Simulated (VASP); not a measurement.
**SnO2: single point with PBE**

SnO2:

```
Sn O
1.0
     4.82770    0.00000    0.00000
     0.00000    4.82770    0.00000
     0.00000    0.00000    3.23799
Sn O
2 4
Direct
  0.00000 0.00000 0.98842
  0.50000 0.50000 0.50000
  0.30661 0.30661 0.00000
  0.19339 0.80661 0.50000
  0.69339 0.69339 0.00000
  0.80661 0.19339 0.50000
```

This cell differs from its parent crystal: atom 1 (Sn) moved +0.037 Å towards its neighbour atom 1 (Sn) at 3.238 Å.

```
Program             : VASP 6.6.1
Task                : single point
Functional          : PBE
Potentials or basis : VASP PAW PBE potentials, release 64 (Sn_d, O)
Cutoff              : 520 eV
k mesh              : 6 × 6 × 8
Occupations         : gaussian, width 0.05 eV
Spin                : no spin polarisation
```

* Pressure: 0.7 GPa
* Largest force: 0.663 eV/Å
* Band gap on the k mesh: 0.67 eV

Forces in eV/Å, atoms in the order of the input:
```
Sn   0.000  0.000  0.663
Sn   0.000  0.000 -0.003
O   -0.016 -0.016 -0.015
O    0.035 -0.035 -0.315
O    0.016  0.016 -0.015
O   -0.035  0.035 -0.315
```

Stress tensor (GPa, compression positive):
```
 0.58 -0.09  0.00
-0.09  0.58  0.00
 0.00  0.00  0.97
```

Levels at points of the mesh, in eV from the valence-band top:
| k point | band 23 | band 24 | band 25 | band 26 | band 27 | band 28 | band 29 | band 30 |
| --- | --- | --- | --- | --- | --- | --- | --- | --- |
| (0.00, 0.00, 0.00) | -1.26 | -0.74 | -0.74 | 0.00 | 0.67 | 5.68 | 6.06 | 6.07 |
| (0.50, 0.00, 0.00) | -1.21 | -1.20 | -0.61 | -0.61 | 3.88 | 3.88 | 6.80 | 6.81 |
| (0.50, 0.50, 0.00) | -1.33 | -1.32 | -0.85 | -0.85 | 4.26 | 4.27 | 7.15 | 7.16 |
| (0.00, 0.00, 0.50) | -1.53 | -1.52 | -1.18 | -1.18 | 5.58 | 5.59 | 9.35 | 9.38 |
| (0.50, 0.00, 0.50) | -1.02 | -1.02 | -0.75 | -0.75 | 5.84 | 5.85 | 7.61 | 7.61 |
| (0.50, 0.50, 0.50) | -0.92 | -0.92 | -0.78 | -0.78 | 4.35 | 4.35 | 8.61 | 8.61 |

It took 3.4 min on 1 thread of Intel Xeon 8259CL (shared host), peak memory 0.27 GiB.

Caveat: the cell differs from its parent crystal (atom 1 (Sn) moved +0.037 Å towards its neighbour atom 1 (Sn) at 3.238 Å); spin-orbit coupling is left out, which moves the levels of the heavy elements.
